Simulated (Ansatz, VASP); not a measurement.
**Ge2Sb2O in VASP and in Ansatz**

```xyz
10
Lattice="6.0628 0.0000 0.0000 0.0000 6.0628 0.0000 0.0000 0.0000 5.7636" Properties=species:S:1:pos:R:3 pbc="T T T"
Ge    1.1580    4.1894    2.8818
Ge    1.8734    1.1580    2.8818
Ge    4.9048    1.8734    2.8818
Ge    4.1894    4.9048    2.8818
Sb    1.5264    1.5050    0.0000
Sb    4.5578    1.5264    0.0000
Sb    4.5364    4.5578    0.0000
Sb    1.5050    4.5364    0.0000
O     0.0000    0.0000    2.8818
O     3.0314    3.0314    2.8818
```

Change from the starting cell: species swapped into the Gd2MgGe2 type (P4/mbm, No. 127).

Alike in both runs: functional PBE; k mesh 6 × 6 × 8; occupations gaussian, width 0.1 eV; no spin polarisation.

Ansatz relaxed the structure, and its values are those at the end. VASP's run is a single point on that final structure, the one shown.

|  | VASP | Ansatz |
| --- | --- | --- |
| version | VASP 6.6.1 | Ansatz 0.2.0 |
| potentials or method | VASP PAW PBE potentials, release 64 (Ge_d, Sb, O), cutoff 520 eV | scalar-relativistic, plane waves, PAW |
| valence electrons in the cell | 88 | 128 |

|  | VASP | Ansatz | Ansatz less VASP |
| --- | --- | --- | --- |
| gap on the k mesh at the Fermi level (eV) | none | none | - |
| pressure (GPa) | 0.0 | 0.0 | -0.02 |
| rms of the force components (eV/Å) | 0.003 | 0.000 | -0.0028 |

A gap of «none» marks a metal or a gap that the smearing closes. VASP's potentials hold 88 valence electrons a cell and Ansatz's 128, so a difference there can come from the potentials and not from the codes.

Spin-orbit coupling is off throughout.
